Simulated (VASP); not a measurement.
# B4CCl6O (R3m) in VASP: single point with PBE

Aim: the single point of B4CCl6O with PBE.

Program: VASP 6.6.1. These are calculated values, not measurements. Logs are shortened: lines on timing, memory, paths and dates and some standing lists are left out, and cuts for length are marked.

**1. The cell of the first run**

It takes space group R3m (No. 160, trigonal). The conventional cell has a = 11.994 Å, b = 11.994 Å, c = 8.118 Å, α = 90.00°, β = 90.00°, γ = 120.00°. B (site symmetry 3m) has 1 C at 1.50 Å and 3 B at 1.72 Å within 2.0 Å. Within 2.3 Å of B (site symmetry m) lie 1 B at 1.72 Å and 2 Cl at 1.75 to 1.76 Å. Within 1.6 Å of C (site symmetry 3m) lie 1 O at 1.14 Å and 1 B at 1.50 Å. O (site symmetry 3m) has 1 C at 1.14 Å within 1.5 Å. Cl (site symmetry m) has 1 B at 1.75 Å within 2.3 Å. Within 2.3 Å of Cl (site symmetry m) lie 1 B at 1.76 Å.

**2. Single point, PBE**

Input file INCAR:

```
PREC = Accurate ; ENCUT = 520
EDIFF = 1E-6 ; ISMEAR = -1
SIGMA = 0.1 ; LREAL = F
LASPH = T ; NELM = 60
ALGO = Normal ; ISIF = 2
LWAVE = F ; LCHARG = F
GGA = PE ; NBANDS = 44
```

Input file KPOINTS:

```
regular mesh
0
Gamma
  5 5 5
```

Input file POSCAR:

```
B4CCl6O
1.0
    5.9969447283      3.4623374757      2.7061246233
   -5.9969447283      3.4623374757      2.7061246233
    0.0000000000     -6.9246754839      2.7061239421
B C O Cl
4 1 1 6
Direct
    0.3015591599      0.3015591599      0.3015591599
    0.3159499119      0.3159499119      0.0797382110
    0.0797382110      0.3159499119      0.3159499119
    0.3159499119      0.0797382110      0.3159499119
    0.4866241946      0.4866241946      0.4866241946
    0.6270149454      0.6270149454      0.6270149454
    0.1268575922      0.1268575922      0.8296040375
    0.8296040375      0.1268575922      0.1268575922
    0.1268575922      0.8296040375      0.1268575922
    0.5222451849      0.5222451849      0.0930540736
    0.0930540736      0.5222451849      0.5222451849
    0.5222451849      0.0930540736      0.5222451849
```

Potentials or basis: VASP PAW PBE potentials, release 64 (B, C, O, Cl).

On the command line:

```bash
cat potpaw_PBE.64/B/POTCAR potpaw_PBE.64/C/POTCAR potpaw_PBE.64/O/POTCAR potpaw_PBE.64/Cl/POTCAR > POTCAR
mpirun -np 1 vasp_std > vasp.out
```

OUTCAR:

```text
PREC = Accurate
   ENCUT = 520
   EDIFF = 1E-6
   ISMEAR = -1
   LREAL = F
   LASPH = T
   NELM = 60
   ISIF = 2
   GGA = PE

 ion  position               nearest neighbor table
   1  0.302  0.302  0.302-   5 1.50   4 1.72   3 1.72   2 1.72
   2  0.316  0.316  0.080-   1 1.72   7 1.75  10 1.76
   3  0.080  0.316  0.316-   1 1.72   8 1.75  11 1.76
   4  0.316  0.080  0.316-   1 1.72   9 1.75  12 1.76
   5  0.487  0.487  0.487-   6 1.14   1 1.50
   6  0.627  0.627  0.627-   5 1.14
   7  0.127  0.127  0.830-   2 1.75
   8  0.830  0.127  0.127-   3 1.75
   9  0.127  0.830  0.127-   4 1.75
  10  0.522  0.522  0.093-   2 1.76
  11  0.093  0.522  0.522-   3 1.76
  12  0.522  0.093  0.522-   4 1.76

  LATTYP: Found a trigonal (rhomboedric) cell.
 ALAT       =     7.4346645753
 COS(alpha) =    -0.3012697343

  Lattice vectors:

 A1 = (   5.9969447283,   3.4623374757,   2.7061246233)
 A2 = (  -5.9969447283,   3.4623374757,   2.7061246233)
 A3 = (   0.0000000000,  -6.9246754839,   2.7061239421)

Analysis of symmetry for initial positions (statically):
=====================================================================
 Subroutine PRICEL returns:
 Original cell was already a primitive cell.

 Routine SETGRP: Setting up the symmetry group for a
 trigonal (rhombohedral) supercell.

 Subroutine GETGRP returns: Found  6 space group operations
 (whereof  6 operations were pure point group operations)
 out of a pool of 12 trial point group operations.

The static configuration has the point symmetry C_3v.

Analysis of symmetry for dynamics (positions and initial velocities):
=====================================================================
 Subroutine PRICEL returns:
 Original cell was already a primitive cell.

 Routine SETGRP: Setting up the symmetry group for a
 trigonal (rhombohedral) supercell.

 Subroutine GETGRP returns: Found  6 space group operations
 (whereof  6 operations were pure point group operations)
 out of a pool of 12 trial point group operations.

The dynamic configuration has the point symmetry C_3v.

 Subroutine INISYM returns: Found  6 space group operations
 (whereof  6 operations are pure point group operations),
 and found     1 'primitive' translations

----------------------------------------------------------------------------------------

                                     Primitive cell

  volume of cell :     337.1308

  direct lattice vectors                    reciprocal lattice vectors
     5.996944728  3.462337476  2.706124623     0.083375789  0.048137026  0.123177391
    -5.996944728  3.462337476  2.706124623    -0.083375789  0.048137026  0.123177391
     0.000000000 -6.924675484  2.706123942     0.000000000 -0.096274077  0.123177381

  length of vectors
     7.434664575  7.434664575  7.434664575     0.156337344  0.156337344  0.156337344

  position of ions in fractional coordinates (direct lattice)
     0.301559160  0.301559160  0.301559160
     0.315949912  0.315949912  0.079738211
     0.079738211  0.315949912  0.315949912
     0.315949912  0.079738211  0.315949912
     0.486624195  0.486624195  0.486624195
     0.627014945  0.627014945  0.627014945
     0.126857592  0.126857592  0.829604037
     0.829604037  0.126857592  0.126857592
     0.126857592  0.829604037  0.126857592
     0.522245185  0.522245185  0.093054074
     0.093054074  0.522245185  0.522245185
     0.522245185  0.093054074  0.522245185

  ion indices of the primitive-cell ions
   primitive index   ion index
                 1           1
                 2           2
                 3           3
                 4           4
                 5           5
                 6           6
                 7           7
                 8           8
                 9           9
                10          10
                11          11
                12          12

----------------------------------------------------------------------------------------

 KPOINTS: regular mesh

Automatic generation of k-mesh.
 Grid dimensions read from file:
 generate k-points for:    5    5    5

 Generating k-lattice:

  Cartesian coordinates                     Fractional coordinates (reciprocal lattice)
     0.016675158  0.009627405  0.024635478     0.200000000  0.000000000  0.000000000
    -0.016675158  0.009627405  0.024635478     0.000000000  0.200000000  0.000000000
     0.000000000 -0.019254815  0.024635476     0.000000000  0.000000000  0.200000000

  Length of vectors
     0.031267469  0.031267469  0.031267469

  Shift w.r.t. Gamma in fractional coordinates (k-lattice)
     0.000000000  0.000000000  0.000000000

 Subroutine IBZKPT returns following result:
 ===========================================

 Found     19 irreducible k-points:

 Following reciprocal coordinates:
            Coordinates               Weight
  0.000000  0.000000  0.000000      1.000000
  0.200000  0.000000  0.000000      6.000000
  0.400000  0.000000  0.000000      6.000000
  0.200000  0.200000  0.000000      6.000000
  0.400000  0.200000  0.000000     12.000000
 -0.400000  0.200000 -0.000000     12.000000
[... 11 lines left out ...]
  0.400000  0.400000  0.400000      2.000000
 -0.400000  0.400000  0.400000      6.000000
   k-points           NKPTS =     19   k-points in BZ     NKDIM =     19   number of bands    NBANDS=     44
   number of dos      NEDOS =    301   number of ions     NIONS =     12
   total plane-waves  NPLWV = 175616
   dimension x,y,z NGX =    56 NGY =   56 NGZ =   56
   dimension x,y,z NGXF=   112 NGYF=  112 NGZF=  112
   ions per type =               4   1   1   6
   NGX,Y,Z   is equivalent  to a cutoff of  12.52, 12.52, 12.52 a.u.
   NGXF,Y,Z  is equivalent  to a cutoff of  25.04, 25.04, 25.04 a.u.
 SYSTEM =  unknown system
   PREC   = accura    normal or accurate (medium, high low for compatibility)
   ISTART =      0    job   : 0-new  1-cont  2-samecut
   ICHARG =      2    charge: 1-file 2-atom 10-const
   ISPIN  =      1    spin polarized calculation?
   LNONCOLLINEAR =      F non collinear calculations
   LSORBIT =      F    spin-orbit coupling
   LASPH  =      T    aspherical Exc in radial PAW
   ENCUT  =  520.0 eV  38.22 Ry    6.18 a.u.  13.82 13.82 13.82*2*pi/ulx,y,z
   NELM   =     60;   NELMIN=  2; NELMDL= -5     # of ELM steps
   EDIFF  = 0.1E-05   stopping-criterion for ELM
   LREAL  =      F    real-space projection
   EDIFFG = 0.1E-04   stopping-criterion for IOM
   NSW    =      0    number of steps for IOM
   IBRION =     -1    ionic relax: 0-MD 1-quasi-New 2-CG
   NFREE  =      0    steps in history (QN), initial steepest desc. (CG)
   ISIF   =      2    stress and relaxation
   ISYM   =      2    0-nonsym 1-usesym 2-fastsym
   POTIM  = 0.5000    time-step for ionic-motion
   TEBEG  =    0.0;   TEEND  =   0.0 temperature during run
   PSTRESS=    0.0 pullay stress
   NELECT =      64.0000    total number of electrons
   NUPDOWN=      -1.0000    fix difference up-down
   EMIN   =  10.00;   EMAX   =-10.00  energy-range for DOS
   EFERMI =   0.00;   METHOD = LEGACY
   ISMEAR =    -1;   SIGMA  =   0.10  broadening in eV -4-tet -1-fermi 0-gaus
   EFERMI_NEDOS =   21; number of points for ismear=-14 and -15
   IALGO  =     38    algorithm
   IMIX   =      4    mixing-type and parameters
     AMIX     =   0.40;   BMIX     =  1.00
     AMIX_MAG =   1.60;   BMIX_MAG =  1.00
  volume/ion in A,a.u.               =      28.09       189.59
  Fermi-wavevector in a.u.,A,eV,Ry     =   0.940882  1.778010 12.044689  0.885260
  Thomas-Fermi vector in A             =   2.068338
   LORBIT       =      0    0 simple, 1 ext, 2 COOP (PROOUT), +10 PAW based schemes
   GGA     = PE    functional components
   LHFCALC =     F    Hartree Fock is set to
   AEXX    =    0.0000 exact exchange contribution
   IVDW    =     0    specifies the selected vdW correction
   LEPSILON=     F    determine dielectric tensor
   LRPA    =     F    only Hartree local field effects (RPA)
 non-spin polarized calculation
  energy-cutoff  :      520.00
  volume of cell :      337.13
 maximum number of plane-waves:      9107
   NGX = 27   NGY = 27   NGZ = 27

 number of electron      64.0000000 magnetization

 Free energy of the ion-electron system (eV)
  ---------------------------------------------------
  ext. energy  EPLUGINS =         0.00000000
  ---------------------------------------------------
  free energy    TOTEN  =       -60.35711729 eV

  energy without entropy =      -60.35711728  energy(sigma->0) =      -60.35711728

 E-fermi :  -0.3951     XC(G=0):  -6.5932

 val. band max:       -2.4636491616   @ k =  -0.4000   0.4000   0.0000
 cond. band min:       1.6768151200   @ k =   0.2000   0.2000   0.2000
 fundamental gap:      4.1404642816
 Fermi energy:        -0.3951299979

 k-point     1 :       0.0000    0.0000    0.0000
  band No.  band energies     occupation
      1     -25.1982      2.00000
      2     -17.2054      2.00000
      3     -17.0195      2.00000
      4     -17.0195      2.00000
      5     -16.2506      2.00000
      6     -16.1736      2.00000
[... 36 lines left out ...]
     43       6.0138      0.00000
     44       6.0934      0.00000

 k-point     2 :       0.2000    0.0000    0.0000
  band No.  band energies     occupation
      1     -25.1981      2.00000
      2     -17.1970      2.00000
      3     -17.0258      2.00000
      4     -17.0224      2.00000
      5     -16.2577      2.00000
      6     -16.1708      2.00000
[... 36 lines left out ...]
     43       5.9776      0.00000
     44       6.2513      0.00000

 k-point     3 :       0.4000    0.0000    0.0000
  band No.  band energies     occupation
      1     -25.1982      2.00000
      2     -17.1815      2.00000
      3     -17.0378      2.00000
      4     -17.0271      2.00000
      5     -16.2682      2.00000
      6     -16.1672      2.00000
[... 36 lines left out ...]
     43       6.0459      0.00000
     44       6.1915      0.00000

 k-point     4 :       0.2000    0.2000    0.0000
  band No.  band energies     occupation
      1     -25.1982      2.00000
      2     -17.1862      2.00000
      3     -17.0314      2.00000
      4     -17.0283      2.00000
      5     -16.2656      2.00000
      6     -16.1682      2.00000
[... 647 lines left out ...]
     43       5.8977      0.00000
     44       6.1090      0.00000

 k-point    18 :       0.4000    0.4000    0.4000
  band No.  band energies     occupation
      1     -25.1981      2.00000
      2     -17.1560      2.00000
      3     -17.0465      2.00000
      4     -17.0465      2.00000
      5     -16.2669      2.00000
      6     -16.1652      2.00000
[... 36 lines left out ...]
     43       5.9046      0.00000
     44       5.9284      0.00000

 k-point    19 :      -0.4000    0.4000    0.4000
  band No.  band energies     occupation
      1     -25.1981      2.00000
      2     -17.1605      2.00000
      3     -17.0446      2.00000
      4     -17.0429      2.00000
      5     -16.2609      2.00000
      6     -16.1704      2.00000
[... 36 lines left out ...]
     43       5.8011      0.00000
     44       6.0240      0.00000

------------------------ aborting loop because EDIFF is reached ----------------------------------------

  FORCE on cell =-STRESS in cart. coord.  units (eV):
  Direction    XX          YY          ZZ          XY          YZ          ZX
  --------------------------------------------------------------------------------------
  -------------------------------------------------------------------------------------
  Total       -0.1604541     -0.1604541      0.4397767      0.0000000     -0.0000000      0.0000000
  in kB       -0.7625406     -0.7625406      2.0899905      0.0000000     -0.0000002      0.0000000
  external PRESSURE =       0.1883031 kB  Pullay stress =       0.0000000 kB

 VOLUME and BASIS-vectors are now :
 -----------------------------------------------------------------------------
  energy-cutoff  :      520.00
  volume of cell :      337.13
      direct lattice vectors                 reciprocal lattice vectors
     5.996944728  3.462337476  2.706124623     0.083375789  0.048137026  0.123177391
    -5.996944728  3.462337476  2.706124623    -0.083375789  0.048137026  0.123177391
     0.000000000 -6.924675484  2.706123942     0.000000000 -0.096274077  0.123177381

 POSITION                                       TOTAL-FORCE (eV/Angst)
 -----------------------------------------------------------------------------------
      0.00000     -0.00000      2.44817         0.000000     -0.000000      0.016521
      0.00000      1.63569      1.92578         0.000000      0.067014     -0.025252
     -1.41655     -0.81784      1.92578        -0.058036     -0.033507     -0.025252
      1.41655     -0.81784      1.92578         0.058036     -0.033507     -0.025252
      0.00000     -0.00000      3.95060         0.000000      0.000000     -0.935736
      0.00000     -0.00000      5.09034         0.000000     -0.000000      0.919036
      0.00000     -4.86629      2.93160         0.000000     -0.019217      0.067825
      4.21433      2.43315      2.93160         0.016642      0.009609      0.067825
     -4.21433      2.43315      2.93160        -0.016642      0.009609      0.067825
      0.00000      2.97201      3.07834         0.000000     -0.047623     -0.042514
     -2.57384     -1.48600      3.07834         0.041243      0.023811     -0.042514
      2.57384     -1.48600      3.07834        -0.041243      0.023811     -0.042514
 -----------------------------------------------------------------------------------
    total drift:                                0.000000      0.000001      0.000475

  FREE ENERGIE OF THE ION-ELECTRON SYSTEM (eV)
  ---------------------------------------------------
  free  energy   TOTEN  =       -60.3571172883 eV

  energy  without entropy=      -60.3571172765  energy(sigma->0) =      -60.35711728
```

Wall time 5.3 min (1 thread of Intel Xeon Platinum 8259CL at 2.50GHz (Skylake/Cascade Lake), shared host); peak memory 0.58 GiB.

What came out:

* Free energy: -60.3571 eV
* Pressure: 0.0 GPa
* Largest force: 0.936 eV/Å
* Band gap on the k mesh: 4.14 eV (least direct gap 4.16 eV)

Forces on the atoms (eV/Å):
```
B    0.000  0.000  0.017
B    0.000  0.067 -0.025
B   -0.058 -0.034 -0.025
B    0.058 -0.034 -0.025
C    0.000  0.000 -0.936
O    0.000  0.000  0.919
Cl   0.000 -0.019  0.068
Cl   0.017  0.010  0.068
Cl  -0.017  0.010  0.068
Cl   0.000 -0.048 -0.043
Cl   0.041  0.024 -0.043
Cl  -0.041  0.024 -0.043
```
